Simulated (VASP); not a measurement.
# PbS (Fm-3m) in VASP: a series of runs

The runs below take PbS through single point, with LDA, PBE, PBEsol.

Everything below comes from runs of VASP 6.6.1. Logs are shortened: lines on timing, memory, paths and dates and some standing lists are left out, and cuts for length are marked.

### Step 1. The cell of the first run

It takes space group Fm-3m (No. 225, cubic). The conventional cell has a = 6.000 Å, b = 6.000 Å, c = 6.000 Å, α = 90.00°, β = 90.00°, γ = 90.00°. Pb (site symmetry m-3m) has 6 S at 3.00 Å within 3.9 Å. Within 3.9 Å of S (site symmetry m-3m) lie 6 Pb at 3.00 Å.

### Step 2. Single point, LDA

INCAR reads:

```
SYSTEM = PbS
  ALGO = Normal
  EDIFF = 1E-6
  ENCUT = 500
  GGA_COMPAT = .False.
  ISIF = 2
  ISMEAR = -1
  LASPH = .True.
  LCHARG = .False.
  LREAL = .False.
  LWAVE = .False.
  NBANDS = 17
  NELM = 120
  PREC = Accurate
  SIGMA = 0.1
```

KPOINTS reads:

```
k-points
0
Gamma
  6 6 6
  0 0 0
```

POSCAR reads:

```
PbS
1.0
    0.0000000000      3.0000000000      3.0000000000
    3.0000000000      0.0000000000      3.0000000000
    3.0000000000      3.0000000000      0.0000000000
Pb S
1 1
Direct
    0.0000000000      0.0000000000      0.0000000000
    0.5000000000      0.5000000000      0.5000000000
```

Potentials or basis: VASP PAW LDA potentials, release 64 (Pb_d, S).

Launch:

```bash
> cat potpaw_LDA.64/Pb_d/POTCAR potpaw_LDA.64/S/POTCAR > POTCAR
> mpirun -np 1 vasp_std > vasp.out
```

OUTCAR:

```text
SYSTEM = PbS
   EDIFF = 1E-6
   ENCUT = 500
   ISIF = 2
   ISMEAR = -1
   LASPH = .True.
   LREAL = .False.
   NELM = 120
   PREC = Accurate

 ion  position               nearest neighbor table
   1  0.000  0.000  0.000-   2 3.00   2 3.00   2 3.00   2 3.00   2 3.00   2 3.00
   2  0.500  0.500  0.500-   1 3.00   1 3.00   1 3.00   1 3.00   1 3.00   1 3.00

  LATTYP: Found a face centered cubic cell.
 ALAT       =     6.0000000000

  Lattice vectors:

 A1 = (   0.0000000000,   3.0000000000,   3.0000000000)
 A2 = (   3.0000000000,   0.0000000000,   3.0000000000)
 A3 = (   3.0000000000,   3.0000000000,   0.0000000000)

Analysis of symmetry for initial positions (statically):
=====================================================================
 Subroutine PRICEL returns:
 Original cell was already a primitive cell.

 Routine SETGRP: Setting up the symmetry group for a
 face centered cubic supercell.

 Subroutine GETGRP returns: Found 48 space group operations
 (whereof 48 operations were pure point group operations)
 out of a pool of 48 trial point group operations.

The static configuration has the point symmetry O_h .

Analysis of symmetry for dynamics (positions and initial velocities):
=====================================================================
 Subroutine PRICEL returns:
 Original cell was already a primitive cell.

 Routine SETGRP: Setting up the symmetry group for a
 face centered cubic supercell.

 Subroutine GETGRP returns: Found 48 space group operations
 (whereof 48 operations were pure point group operations)
 out of a pool of 48 trial point group operations.

The dynamic configuration has the point symmetry O_h .

 Subroutine INISYM returns: Found 48 space group operations
 (whereof 48 operations are pure point group operations),
 and found     1 'primitive' translations

----------------------------------------------------------------------------------------

                                     Primitive cell

  volume of cell :      54.0000

  direct lattice vectors                    reciprocal lattice vectors
     0.000000000  3.000000000  3.000000000    -0.166666667  0.166666667  0.166666667
     3.000000000  0.000000000  3.000000000     0.166666667 -0.166666667  0.166666667
     3.000000000  3.000000000  0.000000000     0.166666667  0.166666667 -0.166666667

  length of vectors
     4.242640687  4.242640687  4.242640687     0.288675135  0.288675135  0.288675135

  position of ions in fractional coordinates (direct lattice)
[... 69 lines left out ...]
   NELM   =    120;   NELMIN=  2; NELMDL= -5     # of ELM steps
   EDIFF  = 0.1E-05   stopping-criterion for ELM
   LREAL  =      F    real-space projection
   EDIFFG = 0.1E-04   stopping-criterion for IOM
   NSW    =      0    number of steps for IOM
   IBRION =     -1    ionic relax: 0-MD 1-quasi-New 2-CG
   NFREE  =      0    steps in history (QN), initial steepest desc. (CG)
   ISIF   =      2    stress and relaxation
   ISYM   =      2    0-nonsym 1-usesym 2-fastsym
   POTIM  = 0.5000    time-step for ionic-motion
   TEBEG  =    0.0;   TEEND  =   0.0 temperature during run
   PSTRESS=    0.0 pullay stress
   NELECT =      20.0000    total number of electrons
   NUPDOWN=      -1.0000    fix difference up-down
   EMIN   =  10.00;   EMAX   =-10.00  energy-range for DOS
   EFERMI =   0.00;   METHOD = LEGACY
   ISMEAR =    -1;   SIGMA  =   0.10  broadening in eV -4-tet -1-fermi 0-gaus
   EFERMI_NEDOS =   21; number of points for ismear=-14 and -15
   IALGO  =     38    algorithm
   IMIX   =      4    mixing-type and parameters
     AMIX     =   0.40;   BMIX     =  1.00
     AMIX_MAG =   1.60;   BMIX_MAG =  1.00
  volume/ion in A,a.u.               =      27.00       182.20
  Fermi-wavevector in a.u.,A,eV,Ry     =   1.175674  2.221702 18.806100  1.382209
  Thomas-Fermi vector in A             =   2.312051
   LORBIT       =      0    0 simple, 1 ext, 2 COOP (PROOUT), +10 PAW based schemes
   GGA     = CA    functional components
   LHFCALC =     F    Hartree Fock is set to
   AEXX    =    0.0000 exact exchange contribution
   IVDW    =     0    specifies the selected vdW correction
   LEPSILON=     F    determine dielectric tensor
   LRPA    =     F    only Hartree local field effects (RPA)
 non-spin polarized calculation
  energy-cutoff  :      500.00
  volume of cell :       54.00
 maximum number of plane-waves:      1384
   NGX = 15   NGY = 15   NGZ = 15

 number of electron      20.0000003 magnetization

 Free energy of the ion-electron system (eV)
  ---------------------------------------------------
  ext. energy  EPLUGINS =         0.00000000
  ---------------------------------------------------
  free energy    TOTEN  =        -9.94697120 eV

  energy without entropy =       -9.94357319  energy(sigma->0) =       -9.94527220

 E-fermi :   5.2740     XC(G=0):  -9.8742

 val. band max:        5.1089808003   @ k =   0.5000   0.0000   0.0000
 cond. band min:       5.4370397308   @ k =   0.5000   0.0000   0.0000
 fundamental gap:      0.3280589305
 Fermi energy:         5.2739553196

 k-point     1 :       0.0000    0.0000    0.0000
  band No.  band energies     occupation
      1     -11.5726      2.00000
      2     -11.5726      2.00000
      3     -11.5726      2.00000
      4     -11.5628      2.00000
      5     -11.5628      2.00000
      6      -8.1240      2.00000
[... 297 lines left out ...]
      4     -11.5378      2.00000
      5     -11.5175      2.00000
      6      -6.5082      2.00000
[... 9 lines left out ...]
     16      16.8369      0.00000
     17      17.4387      0.00000

------------------------ aborting loop because EDIFF is reached ----------------------------------------

  FORCE on cell =-STRESS in cart. coord.  units (eV):
  Direction    XX          YY          ZZ          XY          YZ          ZX
  --------------------------------------------------------------------------------------
  -------------------------------------------------------------------------------------
  Total       -1.4654400     -1.4654400     -1.4654400      0.0000000      0.0000000     -0.0000000
  in kB      -43.4795335    -43.4795335    -43.4795335      0.0000000      0.0000000     -0.0000000
  external PRESSURE =     -43.4795335 kB  Pullay stress =       0.0000000 kB

 VOLUME and BASIS-vectors are now :
 -----------------------------------------------------------------------------
  energy-cutoff  :      500.00
  volume of cell :       54.00
      direct lattice vectors                 reciprocal lattice vectors
     0.000000000  3.000000000  3.000000000    -0.166666667  0.166666667  0.166666667
     3.000000000  0.000000000  3.000000000     0.166666667 -0.166666667  0.166666667
     3.000000000  3.000000000  0.000000000     0.166666667  0.166666667 -0.166666667

 POSITION                                       TOTAL-FORCE (eV/Angst)
 -----------------------------------------------------------------------------------
      0.00000      0.00000      0.00000         0.000000      0.000000      0.000000
      3.00000      3.00000      3.00000        -0.000000     -0.000000      0.000000
 -----------------------------------------------------------------------------------
    total drift:                                0.000000     -0.000000     -0.000000

  FREE ENERGIE OF THE ION-ELECTRON SYSTEM (eV)
  ---------------------------------------------------
  free  energy   TOTEN  =        -9.9469712022 eV

  energy  without entropy=       -9.9435731920  energy(sigma->0) =       -9.94527220
```

OSZICAR:

```text
N       E                     dE             d eps       ncg     rms          rms(c)
DAV:   1     0.152587731549E+03    0.15259E+03   -0.94971E+03   544   0.120E+03
DAV:   2     0.181440909866E+01   -0.15077E+03   -0.14424E+03   572   0.305E+02
DAV:   3    -0.101022695787E+02   -0.11917E+02   -0.11804E+02   708   0.914E+01
DAV:   4    -0.104141217665E+02   -0.31185E+00   -0.31158E+00   685   0.163E+01
DAV:   5    -0.104260976893E+02   -0.11976E-01   -0.11975E-01   783   0.303E+00    0.421E+00
DAV:   6    -0.995778964705E+01    0.46831E+00   -0.14502E+00   844   0.779E+00    0.298E+00
DAV:   7    -0.995149358388E+01    0.62961E-02   -0.10418E-01   653   0.159E+00    0.171E+00
DAV:   8    -0.994741936620E+01    0.40742E-02   -0.13294E-02   680   0.106E+00    0.294E-01
DAV:   9    -0.994694787694E+01    0.47149E-03   -0.29454E-03   787   0.381E-01    0.839E-02
DAV:  10    -0.994697597753E+01   -0.28101E-04   -0.16991E-04   656   0.728E-02    0.680E-02
DAV:  11    -0.994697135791E+01    0.46196E-05   -0.15356E-05   729   0.379E-02    0.533E-03
DAV:  12    -0.994697120223E+01    0.15568E-06   -0.89892E-07   447   0.139E-02
   1 F= -.99469712E+01 E0= -.99452722E+01  d E =-.339801E-02
```

It took 5.7 s on 1 thread of Intel Xeon Platinum 8559C (Emerald Rapids), shared host; peak memory 0.15 GiB.

Results:

- Free energy: -9.9470 eV
- Pressure: -4.3 GPa
- Band gap on the k mesh: 0.33 eV, direct

Caveat: spin-orbit coupling is left out, which moves the levels of the heavy elements. A k mesh can miss the band edges.

### Step 3. Single point, PBE

INCAR reads:

```
SYSTEM = PbS
PREC = Accurate
ENCUT = 500
EDIFF = 1E-6
ISMEAR = -1
SIGMA = 0.1
LREAL = .FALSE.
LASPH = .TRUE.
NELM = 120
ALGO = Normal
ISIF = 2
LWAVE = .FALSE.
LCHARG = .FALSE.
GGA = PE
NBANDS = 17
GGA_COMPAT = .FALSE.
```

KPOINTS reads:

```
regular mesh
0
G
  6 6 6
  0 0 0
```

POSCAR is that of step 2.

Potentials or basis: VASP PAW PBE potentials, release 64 (Pb_d, S).

Launch:

```bash
> cat potpaw_PBE.64/Pb_d/POTCAR potpaw_PBE.64/S/POTCAR > POTCAR
> mpirun -np 1 vasp_std > vasp.out
```

OUTCAR:

```text
SYSTEM = PbS
   PREC = Accurate
   ENCUT = 500
   EDIFF = 1E-6
   ISMEAR = -1
   LREAL = .FALSE.
   LASPH = .TRUE.
   NELM = 120
   ISIF = 2
   GGA = PE

 ion  position               nearest neighbor table
   1  0.000  0.000  0.000-   2 3.00   2 3.00   2 3.00   2 3.00   2 3.00   2 3.00
   2  0.500  0.500  0.500-   1 3.00   1 3.00   1 3.00   1 3.00   1 3.00   1 3.00

  LATTYP: Found a face centered cubic cell.
 ALAT       =     6.0000000000

  Lattice vectors:

 A1 = (   0.0000000000,   3.0000000000,   3.0000000000)
 A2 = (   3.0000000000,   0.0000000000,   3.0000000000)
 A3 = (   3.0000000000,   3.0000000000,   0.0000000000)

Analysis of symmetry for initial positions (statically):
=====================================================================
 Subroutine PRICEL returns:
 Original cell was already a primitive cell.

 Routine SETGRP: Setting up the symmetry group for a
 face centered cubic supercell.

 Subroutine GETGRP returns: Found 48 space group operations
 (whereof 48 operations were pure point group operations)
 out of a pool of 48 trial point group operations.

[... 148 lines left out ...]
  free energy    TOTEN  =        -8.77166348 eV

  energy without entropy =       -8.76952278  energy(sigma->0) =       -8.77059313

 E-fermi :   5.5823     XC(G=0):  -9.5228

 val. band max:        5.3382002049   @ k =   0.5000   0.0000   0.0000
 cond. band min:       5.8245683057   @ k =   0.5000   0.0000   0.0000
 fundamental gap:      0.4863681008
 Fermi energy:         5.5822531576

 k-point     1 :       0.0000    0.0000    0.0000
  band No.  band energies     occupation
      1     -11.3956      2.00000
      2     -11.3956      2.00000
      3     -11.3956      2.00000
      4     -11.3784      2.00000
      5     -11.3784      2.00000
      6      -7.9198      2.00000
[... 297 lines left out ...]
      4     -11.3619      2.00000
      5     -11.3423      2.00000
      6      -6.3587      2.00000
[... 9 lines left out ...]
     16      17.1154      0.00000
     17      17.6554      0.00000

------------------------ aborting loop because EDIFF is reached ----------------------------------------

  FORCE on cell =-STRESS in cart. coord.  units (eV):
  Direction    XX          YY          ZZ          XY          YZ          ZX
  --------------------------------------------------------------------------------------
  -------------------------------------------------------------------------------------
  Total        0.0338698      0.0338698      0.0338698      0.0000000      0.0000000      0.0000000
  in kB        1.0049148      1.0049148      1.0049148      0.0000000      0.0000000      0.0000000
  external PRESSURE =       1.0049148 kB  Pullay stress =       0.0000000 kB

 VOLUME and BASIS-vectors are now :
 -----------------------------------------------------------------------------
  energy-cutoff  :      500.00
  volume of cell :       54.00
      direct lattice vectors                 reciprocal lattice vectors
     0.000000000  3.000000000  3.000000000    -0.166666667  0.166666667  0.166666667
     3.000000000  0.000000000  3.000000000     0.166666667 -0.166666667  0.166666667
     3.000000000  3.000000000  0.000000000     0.166666667  0.166666667 -0.166666667

 POSITION                                       TOTAL-FORCE (eV/Angst)
 -----------------------------------------------------------------------------------
      0.00000      0.00000      0.00000         0.000000      0.000000      0.000000
      3.00000      3.00000      3.00000         0.000000      0.000000      0.000000
 -----------------------------------------------------------------------------------
    total drift:                                0.000000     -0.000000     -0.000000

  FREE ENERGIE OF THE ION-ELECTRON SYSTEM (eV)
  ---------------------------------------------------
  free  energy   TOTEN  =        -8.7716634759 eV

  energy  without entropy=       -8.7695227813  energy(sigma->0) =       -8.77059313
```

stdout:

```text
POSCAR found type information on POSCAR PbS
 POSCAR found :  2 types and       2 ions
 scaLAPACK will be used
 LDA part: xc-table for (Slater+PW92), standard interpolation
 POSCAR, INCAR and KPOINTS ok, starting setup
 FFT: planning ... GRIDC
 FFT: planning ... GRID_SOFT
 FFT: planning ... GRID
 WAVECAR not read
 entering main loop
```

Run time: 7.5 s. Hardware: 1 thread of Intel Xeon Platinum 8559C (Emerald Rapids), shared host; peak memory 0.17 GiB.

Results:

```
Free energy            : -8.7717 eV
Pressure               : 0.1 GPa
Band gap on the k mesh : 0.49 eV, direct
```

Caveat: spin-orbit coupling is left out, which moves the levels of the heavy elements.

### Step 4. Single point, PBEsol

INCAR reads:

```
SYSTEM = PbS
  PREC = Accurate
  ENCUT = 500
  EDIFF = 1E-6
  ISMEAR = -1
  SIGMA = 0.1
  LREAL = .FALSE.
  LASPH = .TRUE.
  NELM = 120
  ALGO = Normal
  ISIF = 2
  LWAVE = .FALSE.
  LCHARG = .TRUE.
  GGA = PS
  LELF = .TRUE.
  LVHAR = .TRUE.
  NBANDS = 17
  GGA_COMPAT = .FALSE.
```

KPOINTS reads:

```
Automatic mesh
0
G
  6 6 6
  0 0 0
```

POSCAR is that of step 3.

Launch:

```bash
> cat potpaw_PBE.64/Pb_d/POTCAR potpaw_PBE.64/S/POTCAR > POTCAR
> mpirun -np 1 vasp_std > vasp.out
```

Run time: 8.6 s. Hardware: 1 thread of Intel Xeon Platinum 8559C (Emerald Rapids), shared host; peak memory 0.17 GiB.

The run converged. Its results:

* Free energy: -9.4383 eV
* Pressure: -2.8 GPa
* Band gap on the k mesh: 0.38 eV, direct

Levels at points of the mesh, in eV from the valence-band top:
| k point | band 8 | band 9 | band 10 | band 11 | band 12 | band 13 |
| --- | --- | --- | --- | --- | --- | --- |
| (0.00, 0.00, 0.00) | -1.97 | -1.97 | -1.97 | 5.10 | 5.10 | 5.10 |
| (0.50, 0.00, 0.00) | -1.60 | -1.60 | 0.00 | 0.38 | 2.01 | 2.01 |
| (0.50, 0.50, 0.00) | -4.92 | -3.21 | -3.21 | 3.91 | 5.45 | 5.55 |

Caveat: the PAW data sets were made with another functional, which shifts forces and pressure a little; spin-orbit coupling is left out, which moves the levels of the heavy elements.

### Step 5. Single point, PBE

INCAR reads:

```
ALGO     = Normal         # electronic algorithm
EDIFF    = 1E-6           # SCF threshold, eV
ENCUT    = 500            # plane-wave cutoff, eV
GGA      = PE             # functional
GGA_COMPAT= F            
ISIF     = 2              # what is computed and relaxed
ISMEAR   = -1             # smearing method
LASPH    = T              # aspherical terms in the spheres
LCHARG   = T              # write CHGCAR
LELF     = T              # ELF
LREAL    = F              # projectors in reciprocal space
LVHAR    = T            
LWAVE    = F              # write WAVECAR
NBANDS   = 17             # bands
NELM     = 120            # most SCF steps
PREC     = Accurate       # precision mode
SIGMA    = 0.1            # smearing width, eV
```

KPOINTS reads:

```
k-points
0
Gamma
  6 6 6
```

POSCAR is that of step 4.

Launch:

```bash
> cat potpaw_PBE.64/Pb_d/POTCAR potpaw_PBE.64/S/POTCAR > POTCAR
> mpirun -np 1 vasp_std > vasp.out
```

Wall time 8.5 s (1 thread of Intel Xeon Platinum 8559C (Emerald Rapids), shared host); peak memory 0.16 GiB.

The run converged. Its results:

| Quantity | Value |
| --- | --- |
| Free energy | -8.7717 eV |
| Pressure | 0.1 GPa |
| Band gap on the k mesh | 0.49 eV, direct |

Levels at points of the mesh, in eV from the valence-band top:
```
           k point  band 6  band 7  band 8  band 9  band 10  band 11  band 12  band 13  band 14  band 15
(0.00, 0.00, 0.00)  -13.26   -6.06   -1.97   -1.97    -1.97     5.15     5.15     5.15     6.85     6.85
(0.50, 0.00, 0.00)  -12.10   -8.61   -1.60   -1.60     0.00     0.49     2.07     2.07     8.65    10.21
(0.50, 0.50, 0.00)  -11.73   -7.12   -4.87   -3.18    -3.18     4.05     5.49     5.59     5.59    11.18
```

Caveat: spin-orbit coupling is left out, which moves the levels of the heavy elements. A k mesh can miss the band edges.

### Step 6. Summary

| level | potentials or basis | gap on the mesh (eV) | pressure (GPa) |
| --- | --- | --- | --- |
| LDA | VASP PAW LDA potentials, release 64 (Pb_d, S) | 0.33 | -4.3 |
| PBE | VASP PAW PBE potentials, release 64 (Pb_d, S) | 0.49 | 0.1 |
| PBEsol | VASP PAW PBE potentials, release 64 (Pb_d, S) | 0.38 | -2.8 |

Alike in all rows: task single point; no spin polarisation; cell as given; k mesh 6 × 6 × 6; cutoff (eV) 500; smearing fermi-dirac 0.1 eV.

Caveats: spin-orbit coupling is left out, which moves the levels of the heavy elements; the PAW data sets were made with another functional, which shifts forces and pressure a little (some runs).

Total energies depend on the potentials used, so only differences within one code and one set of settings carry meaning.
